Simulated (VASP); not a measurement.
A run of VASP 6.6.1:

File INCAR:

```
PREC = Accurate
ENCUT = 550
EDIFF = 1E-6
ISMEAR = -1
SIGMA = 0.1
LREAL = F
LASPH = T
NELM = 120
ALGO = Normal
ISIF = 2
LWAVE = F
LCHARG = F
GGA = CA
NBANDS = 27
GGA_COMPAT = F
```

The input KPOINTS:

```
Automatic mesh
0
Gamma
  14 14 8
```

File POSCAR:

```
Hg
1.0
    3.0118511465      0.0000000000      0.0000000000
   -1.5059255733      2.6083396052      0.0000000000
    0.0000000000      0.0000000000      4.9773035231
Hg
2
Direct
    0.3333333333      0.6666666667      0.2500000000
    0.6666666667      0.3333333333      0.7500000000
```

Potentials or basis: VASP PAW LDA potentials, release 64 (Hg_sv_GW).

Command:

```bash
$ cat potpaw_LDA.64/Hg_sv_GW/POTCAR > POTCAR
$ mpirun -np 1 vasp_std > vasp.out
```

Hardware: 1 thread of Intel(R) Xeon(R) 6975P-C (Granite Rapids), with other jobs on the host.

**Question.** Estimate the wall time of this run.

**Answer.** It took 40 s on 1 thread of Intel(R) Xeon(R) 6975P-C (Granite Rapids), on a shared host, peak memory 0.24 GiB. Counts: scf iterations 11, k points 120.
